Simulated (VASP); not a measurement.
# MoS2 (R3m) in VASP: single point with PBEsol

Aim: the single point of MoS2 with PBEsol.

Program: VASP 6.6.1. These are calculated values, not measurements. Logs are shortened: lines on timing, memory, paths and dates and some standing lists are left out, and cuts for length are marked.

### 1 The cell of the first run

It takes space group R3m (No. 160, trigonal). Conventional cell: a = 3.160 Å, b = 3.160 Å, c = 18.450 Å, α = 90.00°, β = 90.00°, γ = 120.00°. Within 3.2 Å of Mo (site symmetry 3m) lie 6 S at 2.39 Å and 6 Mo at 3.16 Å. Within 3.2 Å of S (site symmetry 3m) lie 3 Mo at 2.39 Å and 7 S at 3.08 to 3.16 Å. Within 3.2 Å of S (site symmetry 3m) lie 3 Mo at 2.39 Å and 7 S at 3.08 to 3.16 Å.

### 2 Single point, PBEsol

Contents of INCAR:

```
SYSTEM = MoS2
PREC = Accurate
ENCUT = 520
EDIFF = 1E-7
ISMEAR = -1
SIGMA = 0.1
LREAL = .False.
LASPH = .True.
NELM = 100
ALGO = Normal
ISIF = 2
LWAVE = .False.
LCHARG = .True.
GGA = PS
LELF = .True.
LVHAR = .True.
NBANDS = 20
```

Contents of KPOINTS:

```
Automatic mesh
0
Gamma
  12 12 12
  0 0 0
```

Contents of POSCAR:

```
MoS2
1.0
    1.5800000000      0.9122130000      6.1500000000
   -1.5800000000      0.9122130000      6.1500000000
    0.0000000000     -1.8244270000      6.1500000000
Mo S
1 2
Direct
    0.0000000000      0.0000000000      0.0000000000
    0.2500000000      0.2500000000      0.2500000000
    0.4170000000      0.4170000000      0.4170000000
```

Potentials or basis: VASP PAW PBE potentials, release 64 (Mo_sv, S).

The run is started by

```sh
> cat potpaw_PBE.64/Mo_sv/POTCAR potpaw_PBE.64/S/POTCAR > POTCAR
> mpirun -np 1 vasp_std > vasp.out
```

OUTCAR:

```text
SYSTEM = MoS2
   PREC = Accurate
   ENCUT = 520
   EDIFF = 1E-7
   ISMEAR = -1
   LREAL = .False.
   LASPH = .True.
   NELM = 100
   ISIF = 2
   GGA = PS

 ion  position               nearest neighbor table
   1  0.000  0.000  0.000-   2 2.39   2 2.39   2 2.39   3 2.39   3 2.39   3 2.39
   2  0.250  0.250  0.250-   1 2.39   1 2.39   1 2.39
   3  0.417  0.417  0.417-   1 2.39   1 2.39   1 2.39

  LATTYP: Found a trigonal (rhomboedric) cell.
 ALAT       =     6.4149070576
 COS(alpha) =     0.8786713312

  Lattice vectors:

 A1 = (   1.5800000000,   0.9122130000,   6.1500000000)
 A2 = (  -1.5800000000,   0.9122130000,   6.1500000000)
 A3 = (   0.0000000000,  -1.8244270000,   6.1500000000)

Analysis of symmetry for initial positions (statically):
=====================================================================
 Subroutine PRICEL returns:
 Original cell was already a primitive cell.

 Routine SETGRP: Setting up the symmetry group for a
 trigonal (rhombohedral) supercell.

 Subroutine GETGRP returns: Found  6 space group operations
 (whereof  6 operations were pure point group operations)
 out of a pool of 12 trial point group operations.

The static configuration has the point symmetry C_3v.

Analysis of symmetry for dynamics (positions and initial velocities):
=====================================================================
 Subroutine PRICEL returns:
 Original cell was already a primitive cell.

 Routine SETGRP: Setting up the symmetry group for a
 trigonal (rhombohedral) supercell.

 Subroutine GETGRP returns: Found  6 space group operations
 (whereof  6 operations were pure point group operations)
 out of a pool of 12 trial point group operations.

The dynamic configuration has the point symmetry C_3v.

 Subroutine INISYM returns: Found  6 space group operations
 (whereof  6 operations are pure point group operations),
 and found     1 'primitive' translations

----------------------------------------------------------------------------------------

                                     Primitive cell

  volume of cell :      53.1839

  direct lattice vectors                    reciprocal lattice vectors
     1.580000000  0.912213000  6.150000000     0.316455696  0.182705800  0.054200552
    -1.580000000  0.912213000  6.150000000    -0.316455696  0.182705800  0.054200552
     0.000000000 -1.824427000  6.150000000     0.000000000 -0.365411600  0.054200522

  length of vectors
     6.414907058  6.414907058  6.414907161     0.369409416  0.369409416  0.369409439

  position of ions in fractional coordinates (direct lattice)
     0.000000000  0.000000000  0.000000000
     0.250000000  0.250000000  0.250000000
     0.417000000  0.417000000  0.417000000

  ion indices of the primitive-cell ions
   primitive index   ion index
                 1           1
                 2           2
                 3           3

----------------------------------------------------------------------------------------

 KPOINTS: Automatic mesh

Automatic generation of k-mesh.
 Grid dimensions read from file:
 generate k-points for:   12   12   12

 Generating k-lattice:

  Cartesian coordinates                     Fractional coordinates (reciprocal lattice)
     0.026371308  0.015225483  0.004516713     0.083333333 -0.000000000  0.000000000
    -0.026371308  0.015225483  0.004516713    -0.000000000  0.083333333  0.000000000
     0.000000000 -0.030450967  0.004516710     0.000000000  0.000000000  0.083333333

  Length of vectors
     0.030784118  0.030784118  0.030784120

  Shift w.r.t. Gamma in fractional coordinates (k-lattice)
     0.000000000  0.000000000  0.000000000

 Subroutine IBZKPT returns following result:
 ===========================================

 Found    189 irreducible k-points:

 Following reciprocal coordinates:
            Coordinates               Weight
  0.000000  0.000000  0.000000      1.000000
  0.083333  0.000000  0.000000      6.000000
  0.166667  0.000000  0.000000      6.000000
  0.250000  0.000000  0.000000      6.000000
  0.333333  0.000000  0.000000      6.000000
  0.416667 -0.000000  0.000000      6.000000
[... 16 lines left out ...]
  0.500000  0.166667  0.000000     12.000000
 -0.416667  0.166667 -0.000000     12.000000
 [... further k-points ...]
   k-points           NKPTS =    189   k-points in BZ     NKDIM =    189   number of bands    NBANDS=     20
   number of dos      NEDOS =    301   number of ions     NIONS =      3
   total plane-waves  NPLWV = 110592
   dimension x,y,z NGX =    48 NGY =   48 NGZ =   48
   dimension x,y,z NGXF=    96 NGYF=   96 NGZF=   96
   ions per type =               1   2
   NGX,Y,Z   is equivalent  to a cutoff of  12.44, 12.44, 12.44 a.u.
   NGXF,Y,Z  is equivalent  to a cutoff of  24.88, 24.88, 24.88 a.u.
 SYSTEM =  MoS2
   PREC   = accura    normal or accurate (medium, high low for compatibility)
   ISTART =      0    job   : 0-new  1-cont  2-samecut
   ICHARG =      2    charge: 1-file 2-atom 10-const
   ISPIN  =      1    spin polarized calculation?
   LNONCOLLINEAR =      F non collinear calculations
   LSORBIT =      F    spin-orbit coupling
   LASPH  =      T    aspherical Exc in radial PAW
   ENCUT  =  520.0 eV  38.22 Ry    6.18 a.u.  11.93 11.93 11.93*2*pi/ulx,y,z
   NELM   =    100;   NELMIN=  2; NELMDL= -5     # of ELM steps
   EDIFF  = 0.1E-06   stopping-criterion for ELM
   LREAL  =      F    real-space projection
   EDIFFG = 0.1E-05   stopping-criterion for IOM
   NSW    =      0    number of steps for IOM
   IBRION =     -1    ionic relax: 0-MD 1-quasi-New 2-CG
   NFREE  =      0    steps in history (QN), initial steepest desc. (CG)
   ISIF   =      2    stress and relaxation
   ISYM   =      2    0-nonsym 1-usesym 2-fastsym
   POTIM  = 0.5000    time-step for ionic-motion
   TEBEG  =    0.0;   TEEND  =   0.0 temperature during run
   PSTRESS=    0.0 pullay stress
   NELECT =      26.0000    total number of electrons
   NUPDOWN=      -1.0000    fix difference up-down
   EMIN   =  10.00;   EMAX   =-10.00  energy-range for DOS
   EFERMI =   0.00;   METHOD = LEGACY
   ISMEAR =    -1;   SIGMA  =   0.10  broadening in eV -4-tet -1-fermi 0-gaus
   EFERMI_NEDOS =   21; number of points for ismear=-14 and -15
   IALGO  =     38    algorithm
   IMIX   =      4    mixing-type and parameters
     AMIX     =   0.40;   BMIX     =  1.00
     AMIX_MAG =   1.60;   BMIX_MAG =  1.00
  volume/ion in A,a.u.               =      17.73       119.63
  Fermi-wavevector in a.u.,A,eV,Ry     =   1.289652  2.437090 22.629253  1.663203
  Thomas-Fermi vector in A             =   2.421532
   LORBIT       =      0    0 simple, 1 ext, 2 COOP (PROOUT), +10 PAW based schemes
   GGA     = PS    functional components
   LHFCALC =     F    Hartree Fock is set to
   AEXX    =    0.0000 exact exchange contribution
   IVDW    =     0    specifies the selected vdW correction
   LEPSILON=     F    determine dielectric tensor
   LRPA    =     F    only Hartree local field effects (RPA)
 non-spin polarized calculation
  energy-cutoff  :      520.00
  volume of cell :       53.18
 maximum number of plane-waves:      1447
   NGX = 23   NGY = 23   NGZ = 23

 number of electron      25.9999998 magnetization

 Free energy of the ion-electron system (eV)
  ---------------------------------------------------
  ext. energy  EPLUGINS =         0.00000000
  ---------------------------------------------------
  free energy    TOTEN  =       -23.44428130 eV

  energy without entropy =      -23.44390750  energy(sigma->0) =      -23.44409440

 E-fermi :   7.9090     XC(G=0): -11.0041

 val. band max:        7.5817172629   @ k =   0.5000   0.5000   0.5000
 cond. band min:       8.4931455445   @ k =  -0.1667   0.1667   0.0000
 fundamental gap:      0.9114282816
 Fermi energy:         7.9090049464

 k-point     1 :       0.0000    0.0000    0.0000
  band No.  band energies     occupation
      1     -53.8940      2.00000
      2     -28.0981      2.00000
      3     -27.8600      2.00000
      4     -27.8600      2.00000
      5      -7.5419      2.00000
      6      -5.7964      2.00000
[... 12 lines left out ...]
     19      15.6146      0.00000
     20      15.9521      0.00000

 k-point     2 :       0.0833    0.0000    0.0000
  band No.  band energies     occupation
      1     -53.8912      2.00000
      2     -28.0925      2.00000
      3     -27.8884      2.00000
      4     -27.8664      2.00000
      5      -7.4321      2.00000
      6      -5.7635      2.00000
[... 12 lines left out ...]
     19      15.9816      0.00000
     20      16.1237      0.00000

 k-point     3 :       0.1667    0.0000    0.0000
  band No.  band energies     occupation
      1     -53.8835      2.00000
      2     -28.0772      2.00000
      3     -27.9653      2.00000
      4     -27.8839      2.00000
      5      -7.1190      2.00000
      6      -5.6696      2.00000
[... 12 lines left out ...]
     19      16.1061      0.00000
     20      16.6582      0.00000

 k-point     4 :       0.2500    0.0000    0.0000
  band No.  band energies     occupation
      1     -53.8729      2.00000
      2     -28.0689      2.00000
      3     -28.0562      2.00000
      4     -27.9076      2.00000
      5      -6.6528      2.00000
      6      -5.5304      2.00000
[... 12 lines left out ...]
     19      15.7466      0.00000
     20      16.4627      0.00000

 k-point     5 :       0.3333    0.0000    0.0000
  band No.  band energies     occupation
      1     -53.8623      2.00000
      2     -28.1708      2.00000
      3     -28.0351      2.00000
      4     -27.9313      2.00000
      5      -6.1240      2.00000
      6      -5.3767      2.00000
[... 12 lines left out ...]
     19      14.9100      0.00000
     20      15.3406      0.00000

 k-point     6 :       0.4167   -0.0000    0.0000
  band No.  band energies     occupation
      1     -53.8546      2.00000
      2     -28.2444      2.00000
      3     -28.0196      2.00000
      4     -27.9485      2.00000
      5      -5.6760      2.00000
      6      -5.2551      2.00000
[... 12 lines left out ...]
     19      14.4212      0.00000
     20      14.9893      0.00000

 k-point     7 :       0.5000    0.0000    0.0000
  band No.  band energies     occupation
      1     -53.8517      2.00000
      2     -28.2712      2.00000
      3     -28.0140      2.00000
      4     -27.9548      2.00000
      5      -5.4916      2.00000
      6      -5.2107      2.00000
[... 12 lines left out ...]
     19      14.3092      0.00000
     20      14.9377      0.00000
[... 277 lines left out ...]
 k-point    20 :       0.2500    0.1667    0.0000
  band No.  band energies     occupation
      1     -53.8768      2.00000
      2     -28.0639      2.00000
      3     -28.0261      2.00000
      4     -27.9041      2.00000
      5      -6.8055      2.00000
      6      -5.6214      2.00000
[... 12 lines left out ...]
     19      16.2074      0.00000
     20      16.3865      0.00000

 k-point    21 :       0.3333    0.1667    0.0000
  band No.  band energies     occupation
      1     -53.8676      2.00000
      2     -28.1007      2.00000
      3     -28.0457      2.00000
      4     -27.9394      2.00000
      5      -6.3724      2.00000
      6      -5.4919      2.00000
[... 12 lines left out ...]
     19      15.8991      0.00000
     20      16.5447      0.00000

 k-point    22 :       0.4167    0.1667    0.0000
  band No.  band energies     occupation
      1     -53.8585      2.00000
      2     -28.1706      2.00000
      3     -28.0274      2.00000
      4     -27.9785      2.00000
      5      -5.8926      2.00000
      6      -5.3378      2.00000
[... 12 lines left out ...]
     19      15.6204      0.00000
     20      16.2281      0.00000

 k-point    23 :       0.5000    0.1667    0.0000
  band No.  band energies     occupation
      1     -53.8517      2.00000
      2     -28.2200      2.00000
      3     -28.0140      2.00000
      4     -28.0082      2.00000
      5      -5.5011      2.00000
      6      -5.2058      2.00000
[... 12 lines left out ...]
     19      15.6693      0.00000
     20      16.1163      0.00000

 k-point    24 :      -0.4167    0.1667   -0.0000
  band No.  band energies     occupation
      1     -53.8493      2.00000
      2     -28.2378      2.00000
      3     -28.0193      2.00000
      4     -28.0091      2.00000
      5      -5.3512      2.00000
      6      -5.1478      2.00000
[... 12 lines left out ...]
     19      15.8145      0.00000
     20      16.1518      0.00000

 [... further k-points ...]
[... 5 lines left out ...]
  --------------------------------------------------------------------------------------
  -------------------------------------------------------------------------------------
  Total       -0.2158785     -0.2158785      0.7611181      0.0000000     -0.0000000      0.0000000
  in kB       -6.5033954     -6.5033941     22.9288745      0.0000000     -0.0000012      0.0000000
  external PRESSURE =       3.3073617 kB  Pullay stress =       0.0000000 kB

 VOLUME and BASIS-vectors are now :
 -----------------------------------------------------------------------------
  energy-cutoff  :      520.00
  volume of cell :       53.18
      direct lattice vectors                 reciprocal lattice vectors
     1.580000000  0.912213000  6.150000000     0.316455696  0.182705800  0.054200552
    -1.580000000  0.912213000  6.150000000    -0.316455696  0.182705800  0.054200552
     0.000000000 -1.824427000  6.150000000     0.000000000 -0.365411600  0.054200522

 POSITION                                       TOTAL-FORCE (eV/Angst)
 -----------------------------------------------------------------------------------
      0.00000      0.00000      0.00000         0.000000     -0.000000      0.086016
      0.00000     -0.00000      4.61250         0.000000      0.000000     -0.259696
      0.00000     -0.00000      7.69365         0.000000     -0.000000      0.173681
 -----------------------------------------------------------------------------------
    total drift:                                0.000000     -0.000003      0.000043

  FREE ENERGIE OF THE ION-ELECTRON SYSTEM (eV)
  ---------------------------------------------------
  free  energy   TOTEN  =       -23.4442812961 eV

  energy  without entropy=      -23.4439075033  energy(sigma->0) =      -23.44409440
```

Wall time 12 min (1 thread of Intel Xeon 8259CL, shared host); peak memory 0.44 GiB.

Results:

| Item | Value |
| --- | --- |
| Free energy | -23.4443 eV |
| Pressure | 0.3 GPa |
| Largest force | 0.260 eV/Å |
| Band gap on the k mesh | 0.91 eV (least direct gap 1.71 eV) |

Forces in eV/Å, atoms in the order of the input:
```
Mo   0.000  0.000  0.086
S    0.000  0.000 -0.260
S    0.000  0.000  0.174
```

Levels at points of the mesh, in eV from the valence-band top:
```csv
k point,band 11,band 12,band 13,band 14,band 15,band 16
"(0.00, 0.00, 0.00)",-2.34,-1.27,-1.20,2.02,2.02,2.46
"(0.50, 0.00, 0.00)",-2.37,-1.66,-1.52,1.58,2.00,3.45
"(0.50, 0.50, 0.00)",-2.94,-1.85,-1.35,1.53,2.13,2.98
"(0.50, 0.50, 0.50)",-2.32,-2.32,0.00,2.12,2.12,2.33
```

Caveat: the PAW data sets were made with another functional, which shifts forces and pressure a little. A hybrid or GW would open this gap; PBEsol tends to underestimate it.
